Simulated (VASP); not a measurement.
# Ga (Cmce) in VASP: a series of runs

The runs below take Ga through single point, with RPBE.

Everything below comes from runs of VASP 6.6.1. Logs are shortened: lines on timing, memory, paths and dates and some standing lists are left out, and cuts for length are marked.

## Step 1: The cell of the first run

Symmetry: Cmce, No. 64, orthorhombic system. Conventional cell: a = 4.812 Å, b = 8.051 Å, c = 4.721 Å, α = 90.00°, β = 90.00°, γ = 90.00°. Within 3.5 Å of Ga (site symmetry m) lie 7 Ga at 2.63 to 2.95 Å.

## Step 2: Single point, RPBE (22.86 Å³/atom)

Contents of INCAR:

```
SYSTEM = Ga
PREC = Accurate
ENCUT = 520
EDIFF = 1E-6
ISMEAR = -1
SIGMA = 0.1
LREAL = .False.
LASPH = .True.
NELM = 60
ALGO = Normal
ISIF = 2
LWAVE = .False.
LCHARG = .False.
GGA = RP
NBANDS = 34
```

Contents of KPOINTS:

```
regular mesh
0
Gamma
  10 10 9
  0 0 0
```

Contents of POSCAR:

```
Ga
1.0
    2.4062080703     -4.0254029846      0.0000000000
    2.4062080703      4.0254029846      0.0000000000
    0.0000000000      0.0000000000      4.7207497985
Ga
4
Direct
    0.8438269408      0.1561730592      0.0823280072
    0.6561730592      0.3438269408      0.5823280072
    0.1561730592      0.8438269408      0.9176719928
    0.3438269408      0.6561730592      0.4176719928
```

Potentials or basis: VASP PAW PBE potentials, release 64 (Ga_d).

Launch:

```console
cat potpaw_PBE.64/Ga_d/POTCAR > POTCAR
mpirun -np 1 vasp_std > vasp.out
```

OUTCAR:

```text
SYSTEM = Ga
   PREC = Accurate
   ENCUT = 520
   EDIFF = 1E-6
   ISMEAR = -1
   LREAL = .False.
   LASPH = .True.
   NELM = 60
   ISIF = 2
   GGA = RP

 ion  position               nearest neighbor table
   1  0.844  0.156  0.082-   3 2.63   2 2.80   2 2.80   4 2.88   4 2.88
   2  0.656  0.344  0.582-   4 2.63   1 2.80   1 2.80   3 2.88   3 2.88
   3  0.156  0.844  0.918-   1 2.63   4 2.80   4 2.80   2 2.88   2 2.88
   4  0.344  0.656  0.418-   2 2.63   3 2.80   3 2.80   1 2.88   1 2.88

  LATTYP: Found a base centered orthorhombic cell.
 ALAT       =     4.8124161406
 B/A-ratio  =     1.6729238981
 C/A-ratio  =     0.9809521165

  Lattice vectors:

 A1 = (   2.4062080703,  -4.0254029846,   0.0000000000)
 A2 = (   2.4062080703,   4.0254029846,   0.0000000000)
 A3 = (   0.0000000000,   0.0000000000,   4.7207497985)

Analysis of symmetry for initial positions (statically):
=====================================================================
 Subroutine PRICEL returns:
 Original cell was already a primitive cell.

 Routine SETGRP: Setting up the symmetry group for a
 base centered orthorhombic supercell.

 Subroutine GETGRP returns: Found  8 space group operations
 (whereof  4 operations were pure point group operations)
 out of a pool of  8 trial point group operations.

The static configuration has the point symmetry C_2h.
 The point group associated with its full space group is D_2h.

Analysis of symmetry for dynamics (positions and initial velocities):
=====================================================================
 Subroutine PRICEL returns:
 Original cell was already a primitive cell.

 Routine SETGRP: Setting up the symmetry group for a
 base centered orthorhombic supercell.

 Subroutine GETGRP returns: Found  8 space group operations
 (whereof  4 operations were pure point group operations)
 out of a pool of  8 trial point group operations.

The dynamic configuration has the point symmetry C_2h.
 The point group associated with its full space group is D_2h.

 Subroutine INISYM returns: Found  8 space group operations
 (whereof  4 operations are pure point group operations),
 and found     1 'primitive' translations

----------------------------------------------------------------------------------------

                                     Primitive cell

  volume of cell :      91.4500

  direct lattice vectors                    reciprocal lattice vectors
     2.406208070 -4.025402985  0.000000000     0.207795829 -0.124211166  0.000000000
     2.406208070  4.025402985  0.000000000     0.207795829  0.124211166  0.000000000
     0.000000000  0.000000000  4.720749798     0.000000000  0.000000000  0.211830756

  length of vectors
     4.689744819  4.689744819  4.720749798     0.242089901  0.242089901  0.211830756

  position of ions in fractional coordinates (direct lattice)
     0.843826941  0.156173059  0.082328007
     0.656173059  0.343826941  0.582328007
     0.156173059  0.843826941  0.917671993
     0.343826941  0.656173059  0.417671993

  ion indices of the primitive-cell ions
   primitive index   ion index
                 1           1
                 2           2
                 3           3
                 4           4

----------------------------------------------------------------------------------------

 KPOINTS: regular mesh

Automatic generation of k-mesh.
 Grid dimensions read from file:
 generate k-points for:   10   10    9

 Generating k-lattice:

  Cartesian coordinates                     Fractional coordinates (reciprocal lattice)
     0.020779583 -0.012421117  0.000000000     0.100000000  0.000000000  0.000000000
     0.020779583  0.012421117  0.000000000     0.000000000  0.100000000  0.000000000
     0.000000000  0.000000000  0.023536751     0.000000000  0.000000000  0.111111111

  Length of vectors
     0.024208990  0.024208990  0.023536751

  Shift w.r.t. Gamma in fractional coordinates (k-lattice)
     0.000000000  0.000000000  0.000000000

 Subroutine IBZKPT returns following result:
 ===========================================

 Found    155 irreducible k-points:

 Following reciprocal coordinates:
            Coordinates               Weight
  0.000000  0.000000  0.000000      1.000000
  0.100000  0.000000  0.000000      4.000000
  0.200000  0.000000  0.000000      4.000000
  0.300000 -0.000000  0.000000      4.000000
  0.400000  0.000000  0.000000      4.000000
  0.500000 -0.000000  0.000000      2.000000
[... 16 lines left out ...]
  0.300000  0.300000  0.000000      2.000000
  0.400000  0.300000  0.000000      4.000000
 [... further k-points ...]
   k-points           NKPTS =    155   k-points in BZ     NKDIM =    155   number of bands    NBANDS=     34
   number of dos      NEDOS =    301   number of ions     NIONS =      4
   total plane-waves  NPLWV =  46656
   dimension x,y,z NGX =    36 NGY =   36 NGZ =   36
   dimension x,y,z NGXF=    72 NGYF=   72 NGZF=   72
   ions per type =               4
   NGX,Y,Z   is equivalent  to a cutoff of  12.76, 12.76, 12.68 a.u.
   NGXF,Y,Z  is equivalent  to a cutoff of  25.52, 25.52, 25.36 a.u.
 SYSTEM =  Ga
   PREC   = accura    normal or accurate (medium, high low for compatibility)
   ISTART =      0    job   : 0-new  1-cont  2-samecut
   ICHARG =      2    charge: 1-file 2-atom 10-const
   ISPIN  =      1    spin polarized calculation?
   LNONCOLLINEAR =      F non collinear calculations
   LSORBIT =      F    spin-orbit coupling
   LASPH  =      T    aspherical Exc in radial PAW
   ENCUT  =  520.0 eV  38.22 Ry    6.18 a.u.   8.72  8.72  8.78*2*pi/ulx,y,z
   NELM   =     60;   NELMIN=  2; NELMDL= -5     # of ELM steps
   EDIFF  = 0.1E-05   stopping-criterion for ELM
   LREAL  =      F    real-space projection
   EDIFFG = 0.1E-04   stopping-criterion for IOM
   NSW    =      0    number of steps for IOM
   IBRION =     -1    ionic relax: 0-MD 1-quasi-New 2-CG
   NFREE  =      0    steps in history (QN), initial steepest desc. (CG)
   ISIF   =      2    stress and relaxation
   ISYM   =      2    0-nonsym 1-usesym 2-fastsym
   POTIM  = 0.5000    time-step for ionic-motion
   TEBEG  =    0.0;   TEEND  =   0.0 temperature during run
   PSTRESS=    0.0 pullay stress
   NELECT =      52.0000    total number of electrons
   NUPDOWN=      -1.0000    fix difference up-down
   EMIN   =  10.00;   EMAX   =-10.00  energy-range for DOS
   EFERMI =   0.00;   METHOD = LEGACY
   ISMEAR =    -1;   SIGMA  =   0.10  broadening in eV -4-tet -1-fermi 0-gaus
   EFERMI_NEDOS =   21; number of points for ismear=-14 and -15
   IALGO  =     38    algorithm
   IMIX   =      4    mixing-type and parameters
     AMIX     =   0.40;   BMIX     =  1.00
     AMIX_MAG =   1.60;   BMIX_MAG =  1.00
  volume/ion in A,a.u.               =      22.86       154.28
  Fermi-wavevector in a.u.,A,eV,Ry     =   1.356276  2.562990 25.027710  1.839485
  Thomas-Fermi vector in A             =   2.483293
   LORBIT       =      0    0 simple, 1 ext, 2 COOP (PROOUT), +10 PAW based schemes
   GGA     = RP    functional components
   LHFCALC =     F    Hartree Fock is set to
   AEXX    =    0.0000 exact exchange contribution
   IVDW    =     0    specifies the selected vdW correction
   LEPSILON=     F    determine dielectric tensor
   LRPA    =     F    only Hartree local field effects (RPA)
 non-spin polarized calculation
  energy-cutoff  :      520.00
  volume of cell :       91.45
 maximum number of plane-waves:      2491
   NGX = 17   NGY = 17   NGZ = 17

 number of electron      51.9999965 magnetization

 Free energy of the ion-electron system (eV)
  ---------------------------------------------------
  ext. energy  EPLUGINS =         0.00000000
  ---------------------------------------------------
  free energy    TOTEN  =       -10.15998612 eV

  energy without entropy =      -10.12051695  energy(sigma->0) =      -10.14025153

 E-fermi :   3.8787     XC(G=0):  -9.7669

 val. band max:        3.8678330987   @ k =  -0.2000   0.2000   0.4444
 cond. band min:       3.8831425703   @ k =   0.5000   0.4000   0.4444
 fundamental gap:      0.0153094716
 Fermi energy:         3.8786930344

 k-point     1 :       0.0000    0.0000    0.0000
  band No.  band energies     occupation
      1     -11.0798      2.00000
      2     -11.0777      2.00000
      3     -11.0639      2.00000
      4     -11.0499      2.00000
      5     -11.0268      2.00000
      6     -11.0121      2.00000
[... 26 lines left out ...]
     33      10.1530      0.00000
     34      10.6178      0.00000

 k-point     2 :       0.1000    0.0000    0.0000
  band No.  band energies     occupation
      1     -11.0788      2.00000
      2     -11.0770      2.00000
      3     -11.0653      2.00000
      4     -11.0528      2.00000
      5     -11.0226      2.00000
      6     -11.0106      2.00000
[... 26 lines left out ...]
     33      10.2518      0.00000
     34      10.4058      0.00000

 k-point     3 :       0.2000    0.0000    0.0000
  band No.  band energies     occupation
      1     -11.0795      2.00000
      2     -11.0696      2.00000
      3     -11.0692      2.00000
      4     -11.0589      2.00000
      5     -11.0190      2.00000
      6     -11.0003      2.00000
[... 26 lines left out ...]
     33       9.7137      0.00000
     34      10.3918      0.00000
[... 704 lines left out ...]
 k-point    23 :       0.3000    0.3000    0.0000
  band No.  band energies     occupation
      1     -11.1157      2.00000
      2     -11.0748      2.00000
      3     -11.0692      2.00000
      4     -11.0406      2.00000
      5     -11.0356      2.00000
      6     -10.9870      2.00000
[... 26 lines left out ...]
     33      11.4796      0.00000
     34      11.8857      0.00000

 k-point    24 :       0.4000    0.3000    0.0000
  band No.  band energies     occupation
      1     -11.1188      2.00000
      2     -11.0827      2.00000
      3     -11.0683      2.00000
      4     -11.0360      2.00000
      5     -11.0208      2.00000
      6     -11.0073      2.00000
[... 26 lines left out ...]
     33      11.6358      0.00000
     34      12.0127      0.00000

 [... further k-points ...]

------------------------ aborting loop because EDIFF is reached ----------------------------------------

  FORCE on cell =-STRESS in cart. coord.  units (eV):
  Direction    XX          YY          ZZ          XY          YZ          ZX
  --------------------------------------------------------------------------------------
  -------------------------------------------------------------------------------------
  Total       -1.5246436     -1.5430840     -1.3519998      0.0000000      0.0000000      0.0000000
  in kB      -26.7113223    -27.0343935    -23.6866531      0.0000000      0.0000000      0.0000000
  external PRESSURE =     -25.8107896 kB  Pullay stress =       0.0000000 kB

 VOLUME and BASIS-vectors are now :
 -----------------------------------------------------------------------------
  energy-cutoff  :      520.00
  volume of cell :       91.45
      direct lattice vectors                 reciprocal lattice vectors
     2.406208070 -4.025402985  0.000000000     0.207795829 -0.124211166  0.000000000
     2.406208070  4.025402985  0.000000000     0.207795829  0.124211166  0.000000000
     0.000000000  0.000000000  4.720749798     0.000000000  0.000000000  0.211830756

 POSITION                                       TOTAL-FORCE (eV/Angst)
 -----------------------------------------------------------------------------------
      2.40621     -2.76808      0.38865         0.000000      0.058469     -0.005515
      2.40621     -1.25732      2.74902         0.000000     -0.058469     -0.005515
      2.40621      2.76808      4.33210         0.000000     -0.058469      0.005515
      2.40621      1.25732      1.97172         0.000000      0.058469      0.005515
 -----------------------------------------------------------------------------------
    total drift:                                0.000000     -0.000000      0.000000

  FREE ENERGIE OF THE ION-ELECTRON SYSTEM (eV)
  ---------------------------------------------------
  free  energy   TOTEN  =       -10.1599861195 eV

  energy  without entropy=      -10.1205169459  energy(sigma->0) =      -10.14025153
```

Wall time 2.1 min (1 thread of Intel Xeon 6975P-C (Granite Rapids), shared host); peak memory 0.44 GiB.

Results:

| Property | Result |
| --- | --- |
| Free energy | -10.1600 eV |
| Pressure | -2.6 GPa |
| Largest force | 0.059 eV/Å |
| Band gap on the k mesh | zero (bands 26 and 27 overlap by 1.00 eV) |

Forces in eV/Å, atoms in the order of the input:
```
Ga   0.000  0.058 -0.006
Ga   0.000 -0.058 -0.006
Ga   0.000 -0.058  0.006
Ga   0.000  0.058  0.006
```

Caveat: the PAW data sets were made with another functional, which shifts forces and pressure a little.

## Step 3: Single point, RPBE (23.71 Å³/atom)

This run uses another cell than the first one, of 23.71 Å³/atom.

Contents of INCAR:

```
  PREC = Accurate
  ENCUT = 520
  EDIFF = 1E-7
  ISMEAR = -1
  SIGMA = 0.1
  LREAL = False
  LASPH = True
  NELM = 60
  ALGO = Normal
  ISIF = 2
  LWAVE = False
  LCHARG = False
  GGA = RP
  NBANDS = 34
```

Contents of KPOINTS:

```
Automatic mesh
0
Gamma
  10 10 9
```

Contents of POSCAR:

```
Ga
1.0
    2.4355549634     -4.0744981035      0.0000000000
    2.4355549634      4.0744981035      0.0000000000
    0.0000000000      0.0000000000      4.7783255924
Ga
4
Direct
    0.8438269408      0.1561730592      0.0823280072
    0.6561730592      0.3438269408      0.5823280072
    0.1561730592      0.8438269408      0.9176719928
    0.3438269408      0.6561730592      0.4176719928
```

Potentials or basis: VASP PAW PBE potentials, release 64 (Ga_d).

Launch:

```console
cat potpaw_PBE.64/Ga_d/POTCAR > POTCAR
mpirun -np 1 vasp_std > vasp.out
```

OUTCAR:

```text
PREC = Accurate
   ENCUT = 520
   EDIFF = 1E-7
   ISMEAR = -1
   LREAL = False
   LASPH = True
   NELM = 60
   ISIF = 2
   GGA = RP

 ion  position               nearest neighbor table
   1  0.844  0.156  0.082-   3 2.66   2 2.84   2 2.84   4 2.92   4 2.92
   2  0.656  0.344  0.582-   4 2.66   1 2.84   1 2.84   3 2.92   3 2.92
   3  0.156  0.844  0.918-   1 2.66   4 2.84   4 2.84   2 2.92   2 2.92
   4  0.344  0.656  0.418-   2 2.66   3 2.84   3 2.84   1 2.92   1 2.92

  LATTYP: Found a base centered orthorhombic cell.
 ALAT       =     4.8711099268
 B/A-ratio  =     1.6729238981
 C/A-ratio  =     0.9809521165

  Lattice vectors:

 A1 = (   2.4355549634,  -4.0744981035,   0.0000000000)
 A2 = (   2.4355549634,   4.0744981035,   0.0000000000)
 A3 = (   0.0000000000,   0.0000000000,   4.7783255924)

Analysis of symmetry for initial positions (statically):
=====================================================================
 Subroutine PRICEL returns:
 Original cell was already a primitive cell.

[... 170 lines left out ...]
  free energy    TOTEN  =       -10.09562544 eV

  energy without entropy =      -10.05368576  energy(sigma->0) =      -10.07465560

 E-fermi :   3.6134     XC(G=0):  -9.5981

 val. band max:        3.5872865696   @ k =   0.4000   0.3000   0.0000
 cond. band min:       3.6289867062   @ k =   0.1000  -0.0000   0.3333
 fundamental gap:      0.0417001366
 Fermi energy:         3.6133821996

 k-point     1 :       0.0000    0.0000    0.0000
  band No.  band energies     occupation
      1     -11.3174      2.00000
      2     -11.3147      2.00000
      3     -11.3033      2.00000
      4     -11.2908      2.00000
      5     -11.2697      2.00000
      6     -11.2549      2.00000
[... 877 lines left out ...]
     33      11.0938      0.00000
     34      11.5087      0.00000

 [... further k-points ...]

------------------------ aborting loop because EDIFF is reached ----------------------------------------

  FORCE on cell =-STRESS in cart. coord.  units (eV):
  Direction    XX          YY          ZZ          XY          YZ          ZX
  --------------------------------------------------------------------------------------
  -------------------------------------------------------------------------------------
  Total       -2.1039319     -2.1386603     -1.9456502      0.0000000     -0.0000000      0.0000000
  in kB      -35.5438510    -36.1305517    -32.8698374      0.0000000     -0.0000000      0.0000000
  external PRESSURE =     -34.8480800 kB  Pullay stress =       0.0000000 kB

 VOLUME and BASIS-vectors are now :
 -----------------------------------------------------------------------------
  energy-cutoff  :      520.00
  volume of cell :       94.84
      direct lattice vectors                 reciprocal lattice vectors
     2.435554963 -4.074498103  0.000000000     0.205292021 -0.122714501  0.000000000
     2.435554963  4.074498103  0.000000000     0.205292021  0.122714501  0.000000000
     0.000000000  0.000000000  4.778325592     0.000000000  0.000000000  0.209278330

 POSITION                                       TOTAL-FORCE (eV/Angst)
 -----------------------------------------------------------------------------------
      2.43555     -2.80184      0.39339         0.000000      0.075442     -0.006487
      2.43555     -1.27265      2.78255         0.000000     -0.075442     -0.006487
      2.43555      2.80184      4.38494         0.000000     -0.075442      0.006487
      2.43555      1.27265      1.99577         0.000000      0.075442      0.006487
 -----------------------------------------------------------------------------------
    total drift:                                0.000000     -0.000000      0.000000

  FREE ENERGIE OF THE ION-ELECTRON SYSTEM (eV)
  ---------------------------------------------------
  free  energy   TOTEN  =       -10.0956254437 eV

  energy  without entropy=      -10.0536857631  energy(sigma->0) =      -10.07465560
```

OSZICAR:

```text
N       E                     dE             d eps       ncg     rms          rms(c)
DAV:   1     0.357737643020E+03    0.35774E+03   -0.25725E+04 10700   0.271E+03
DAV:   2     0.342305143033E+02   -0.32351E+03   -0.31616E+03 11020   0.530E+02
DAV:   3    -0.868328203965E+01   -0.42914E+02   -0.42368E+02 11984   0.149E+02
DAV:   4    -0.100839273388E+02   -0.14006E+01   -0.13939E+01 12276   0.297E+01
DAV:   5    -0.101122213766E+02   -0.28294E-01   -0.28285E-01 12730   0.445E+00    0.194E+00
DAV:   6    -0.100903866159E+02    0.21835E-01   -0.12516E-01 13494   0.423E+00    0.114E+00
DAV:   7    -0.100943983096E+02   -0.40117E-02   -0.45591E-02 13774   0.216E+00    0.265E-01
DAV:   8    -0.100953290359E+02   -0.93073E-03   -0.10622E-02 11312   0.105E+00    0.469E-02
DAV:   9    -0.100955935377E+02   -0.26450E-03   -0.10241E-03 12066   0.289E-01    0.192E-02
DAV:  10    -0.100956224900E+02   -0.28952E-04   -0.20477E-04 12812   0.136E-01    0.616E-03
DAV:  11    -0.100956253428E+02   -0.28528E-05   -0.39571E-05 11600   0.671E-02    0.405E-03
DAV:  12    -0.100956253325E+02    0.10232E-07   -0.86872E-06 12372   0.307E-02    0.757E-04
DAV:  13    -0.100956255224E+02   -0.18986E-06   -0.11952E-06 13622   0.688E-03    0.416E-04
DAV:  14    -0.100956254437E+02    0.78682E-07   -0.44884E-08  7196   0.166E-03
   1 F= -.10095625E+02 E0= -.10074656E+02  d E =-.419397E-01
```

Wall time 2.5 min (1 thread of Intel Xeon 6975P-C (Granite Rapids), shared host); peak memory 0.44 GiB.

Results:

```
Free energy            : -10.0956 eV
Pressure               : -3.5 GPa
Largest force          : 0.076 eV/Å
Band gap on the k mesh : zero (bands 26 and 27 overlap by 0.97 eV)
```

Forces in eV/Å, atoms in the order of the input:
```
Ga   0.000  0.075 -0.006
Ga   0.000 -0.075 -0.006
Ga   0.000 -0.075  0.006
Ga   0.000  0.075  0.006
```

Levels at points of the mesh, in eV from the Fermi level:
```csv
k point,band 24,band 25,band 26,band 27,band 28,band 29
"(0.00, 0.00, 0.00)",-2.35,-1.37,-0.46,0.63,0.93,1.13
"(0.50, 0.00, 0.00)",-3.34,-0.93,-0.93,0.78,0.78,3.43
"(0.50, 0.50, 0.00)",-2.65,-1.78,-1.09,1.16,1.45,2.52
```

Caveat: the cell stands under tension; the PAW data sets were made with another functional, which shifts forces and pressure a little.
